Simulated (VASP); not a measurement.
# PtSe2 (P1) in VASP: further runs

PtSe2 is run at these levels: PBEsol; tasks: single point.

Program: VASP 6.6.1. These are calculated values, not measurements. Logs are shortened: lines on timing, memory, paths and dates and some standing lists are left out, and cuts for length are marked.

## Step 1: The cell of the first run

The typed cell holds 3 atoms: a = 3.724 Å, b = 3.724 Å, c = 5.062 Å, α = 90.00°, β = 90.00°, γ = 120.00°.

## Step 2: Single point, PBEsol (atom 2 (Se) moved by (-0.300, -0.300) A along [1 1 0] and z)

INCAR

```
PREC = Accurate
ENCUT = 520
EDIFF = 1E-6
ISMEAR = 0
SIGMA = 0.15
LREAL = F
LASPH = T
NELM = 80
ALGO = Normal
ISIF = 2
LWAVE = F
LCHARG = F
GGA = PS
NBANDS = 18
```

KPOINTS

```
Automatic mesh
0
Gamma
  12 12 10
```

POSCAR

```
PtSe2
1.0
    3.7240006046      0.0000000000      0.0000000000
   -1.8620003023      3.2250791273      0.0000000000
    0.0000000000      0.0000000000      5.0620000000
Pt Se
1 2
Direct
    0.0000000000      0.0000000000      0.0000000000
    0.2434819727      0.6008909055      0.1907348874
    0.6666666667      0.3333333333      0.7500000000
```

Potentials or basis: VASP PAW PBE potentials, release 64 (Pt, Se).

The run is started by

```console
$ cat potpaw_PBE.64/Pt/POTCAR potpaw_PBE.64/Se/POTCAR > POTCAR
$ mpirun -np 1 vasp_std > vasp.out
```

OUTCAR:

```text
PREC = Accurate
   ENCUT = 520
   EDIFF = 1E-6
   ISMEAR = 0
   LREAL = F
   LASPH = T
   NELM = 80
   ISIF = 2
   GGA = PS

 ion  position               nearest neighbor table
   1  0.000  0.000  0.000-   2 2.18   2 2.30   3 2.49   3 2.49   3 2.49   2 2.63
   2  0.243  0.601  0.191-   1 2.18   1 2.30   1 2.63
   3  0.667  0.333  0.750-   1 2.49   1 2.49   1 2.49

  LATTYP: Found a hexagonal cell.
 ALAT       =     3.7240006046
 C/A-ratio  =     1.3592908642

  Lattice vectors:

 A1 = (   3.7240006046,   0.0000000000,   0.0000000000)
 A2 = (  -1.8620003023,   3.2250791273,   0.0000000000)
 A3 = (   0.0000000000,   0.0000000000,   5.0620000000)

Analysis of symmetry for initial positions (statically):
=====================================================================
 Subroutine PRICEL returns:
 Original cell was already a primitive cell.

 Routine SETGRP: Setting up the symmetry group for a
 hexagonal supercell.

 Subroutine GETGRP returns: Found  1 space group operations
 (whereof  1 operations were pure point group operations)
 out of a pool of 24 trial point group operations.

The static configuration has the point symmetry C_1 .

Analysis of symmetry for dynamics (positions and initial velocities):
=====================================================================
 Subroutine PRICEL returns:
 Original cell was already a primitive cell.

 Routine SETGRP: Setting up the symmetry group for a
 hexagonal supercell.

 Subroutine GETGRP returns: Found  1 space group operations
 (whereof  1 operations were pure point group operations)
 out of a pool of 24 trial point group operations.

The dynamic configuration has the point symmetry C_1 .

 Subroutine INISYM returns: Found  1 space group operations
 (whereof  1 operations are pure point group operations),
 and found     1 'primitive' translations

----------------------------------------------------------------------------------------

                                     Primitive cell

  volume of cell :      60.7956

  direct lattice vectors                    reciprocal lattice vectors
     3.724000605  0.000000000  0.000000000     0.268528420  0.155034956  0.000000000
[... 78 lines left out ...]
 SYSTEM =  unknown system
   PREC   = accura    normal or accurate (medium, high low for compatibility)
   ISTART =      0    job   : 0-new  1-cont  2-samecut
   ICHARG =      2    charge: 1-file 2-atom 10-const
   ISPIN  =      1    spin polarized calculation?
   LNONCOLLINEAR =      F non collinear calculations
   LSORBIT =      F    spin-orbit coupling
   LASPH  =      T    aspherical Exc in radial PAW
   ENCUT  =  520.0 eV  38.22 Ry    6.18 a.u.   6.92  6.92  9.41*2*pi/ulx,y,z
   NELM   =     80;   NELMIN=  2; NELMDL= -5     # of ELM steps
   EDIFF  = 0.1E-05   stopping-criterion for ELM
   LREAL  =      F    real-space projection
   EDIFFG = 0.1E-04   stopping-criterion for IOM
   NSW    =      0    number of steps for IOM
   IBRION =     -1    ionic relax: 0-MD 1-quasi-New 2-CG
   NFREE  =      0    steps in history (QN), initial steepest desc. (CG)
   ISIF   =      2    stress and relaxation
   ISYM   =      2    0-nonsym 1-usesym 2-fastsym
   POTIM  = 0.5000    time-step for ionic-motion
   TEBEG  =    0.0;   TEEND  =   0.0 temperature during run
   PSTRESS=    0.0 pullay stress
   NELECT =      22.0000    total number of electrons
   NUPDOWN=      -1.0000    fix difference up-down
   EMIN   =  10.00;   EMAX   =-10.00  energy-range for DOS
   EFERMI =   0.00;   METHOD = LEGACY
   ISMEAR =     0;   SIGMA  =   0.15  broadening in eV -4-tet -1-fermi 0-gaus
   EFERMI_NEDOS =   21; number of points for ismear=-14 and -15
   IALGO  =     38    algorithm
   IMIX   =      4    mixing-type and parameters
     AMIX     =   0.40;   BMIX     =  1.00
     AMIX_MAG =   1.60;   BMIX_MAG =  1.00
  volume/ion in A,a.u.               =      20.27       136.76
  Fermi-wavevector in a.u.,A,eV,Ry     =   1.166608  2.204570 18.517180  1.360974
  Thomas-Fermi vector in A             =   2.303119
   LORBIT       =      0    0 simple, 1 ext, 2 COOP (PROOUT), +10 PAW based schemes
   GGA     = PS    functional components
   LHFCALC =     F    Hartree Fock is set to
   AEXX    =    0.0000 exact exchange contribution
   IVDW    =     0    specifies the selected vdW correction
   LEPSILON=     F    determine dielectric tensor
   LRPA    =     F    only Hartree local field effects (RPA)
 non-spin polarized calculation
 Gauss-broadening in eV      SIGMA  =   0.15
  energy-cutoff  :      520.00
  volume of cell :       60.80
 maximum number of plane-waves:      1654
   NGX = 13   NGY = 13   NGZ = 19

 number of electron      22.0000000 magnetization

 Free energy of the ion-electron system (eV)
  ---------------------------------------------------
  ext. energy  EPLUGINS =         0.00000000
  ---------------------------------------------------
  free energy    TOTEN  =       -14.66221896 eV

  energy without entropy =      -14.65762383  energy(sigma->0) =      -14.65992139

 E-fermi :   6.5329     XC(G=0): -10.6699

 val. band max:        6.4988094135   @ k =  -0.0833   0.1667   0.0000
 cond. band min:       6.5477951778   @ k =  -0.1667   0.3333   0.0000
 fundamental gap:      0.0489857643
 Fermi energy:         6.5328571704

 k-point     1 :       0.0000    0.0000    0.0000
  band No.  band energies     occupation
      1     -10.0303      2.00000
      2      -6.5442      2.00000
      3      -1.2129      2.00000
      4      -1.0790      2.00000
      5      -0.5536      2.00000
      6       1.7366      2.00000
[... 481 lines left out ...]
      5      -0.1223      2.00000
      6       0.8108      2.00000
[... 10 lines left out ...]
     17      14.6559      0.00000
     18      15.3262      0.00000

 [... further k-points ...]
[... 5 lines left out ...]
  --------------------------------------------------------------------------------------
  -------------------------------------------------------------------------------------
  Total        4.9446590     11.4627405      5.5853849     -2.5869466      3.8118539      2.0388726
  in kB      130.3090776    302.0833461    147.1944482    -68.1751011    100.4556959     53.7314324
  external PRESSURE =     193.1956240 kB  Pullay stress =       0.0000000 kB

 VOLUME and BASIS-vectors are now :
 -----------------------------------------------------------------------------
  energy-cutoff  :      520.00
  volume of cell :       60.80
      direct lattice vectors                 reciprocal lattice vectors
     3.724000605  0.000000000  0.000000000     0.268528420  0.155034956  0.000000000
    -1.862000302  3.225079127  0.000000000     0.000000000  0.310069912  0.000000000
     0.000000000  0.000000000  5.062000000     0.000000000  0.000000000  0.197550375

 POSITION                                       TOTAL-FORCE (eV/Angst)
 -----------------------------------------------------------------------------------
      0.00000      0.00000      0.00000        -1.554562     -3.264677     -3.883015
     -0.21213      1.93792      0.96550         1.868643      3.612745      4.929399
      1.86200      1.07503      3.79650        -0.314081     -0.348068     -1.046384
 -----------------------------------------------------------------------------------
    total drift:                                0.000140      0.000196      0.000229

  FREE ENERGIE OF THE ION-ELECTRON SYSTEM (eV)
  ---------------------------------------------------
  free  energy   TOTEN  =       -14.6622189603 eV

  energy  without entropy=      -14.6576238263  energy(sigma->0) =      -14.65992139
```

stdout:

```text
POSCAR found type information on POSCAR PtSe
 POSCAR found :  2 types and       3 ions
 scaLAPACK will be used
 -----------------------------------------------------------------------------
|                                                                             |
|                                                                             |
|     You enforced a specific xc type in the INCAR file but a different       |
|     I HOPE YOU KNOW WHAT YOU ARE DOING!                                     |
|                                                                             |
 -----------------------------------------------------------------------------

 LDA part: xc-table for (Slater+PW92), standard interpolation
 POSCAR, INCAR and KPOINTS ok, starting setup
 FFT: planning ... GRIDC
 FFT: planning ... GRID_SOFT
 FFT: planning ... GRID
 WAVECAR not read
 entering main loop
```

It took 5.2 min on 1 thread of AMD EPYC 9R45 (Zen 5), shared host; peak memory 0.79 GiB.

Results:

```
Free energy            : -14.6622 eV
Pressure               : 19.3 GPa
Largest force          : 6.391 eV/Å
Band gap on the k mesh : zero (band 11 reaches 6.61 eV, above the bottom of band 12 at 6.49 eV)
```

Forces in eV/Å, atoms in the order of the input:
```
Pt  -1.555 -3.265 -3.883
Se   1.869  3.613  4.929
Se  -0.314 -0.348 -1.046
```

Levels at points of the mesh, in eV from the Fermi level:
```csv
k point,band 8,band 9,band 10,band 11,band 12,band 13,band 14,band 15
"(0.00, 0.00, 0.00)",-2.51,-1.68,-0.83,-0.26,1.73,2.39,3.87,4.47
"(0.50, 0.00, 0.00)",-3.75,-3.75,-3.46,-2.14,0.51,2.96,4.48,5.95
"(0.00, 0.50, 0.00)",-4.16,-3.83,-3.50,-2.70,1.20,2.03,4.28,5.63
"(0.50, 0.50, 0.00)",-3.91,-3.68,-3.48,-2.60,1.01,2.07,4.46,5.61
"(0.00, 0.00, 0.50)",-2.94,-1.74,-1.44,-1.03,2.00,2.73,4.67,6.04
"(0.50, 0.00, 0.50)",-3.74,-3.47,-3.27,-0.60,1.55,1.98,4.08,4.53
"(0.00, 0.50, 0.50)",-4.07,-3.79,-3.36,-1.65,1.08,1.47,4.97,5.13
"(0.50, 0.50, 0.50)",-3.91,-3.71,-3.17,-1.29,1.04,1.57,4.76,4.84
```

Caveat: the cell differs from its parent crystal (atom 2 (Se) moved by (-0.300, -0.300) A along [1 1 0] and z); the PAW data sets were made with another functional, which shifts forces and pressure a little; spin-orbit coupling is left out, which moves the levels of the heavy elements.

[end of part 1 of 2]
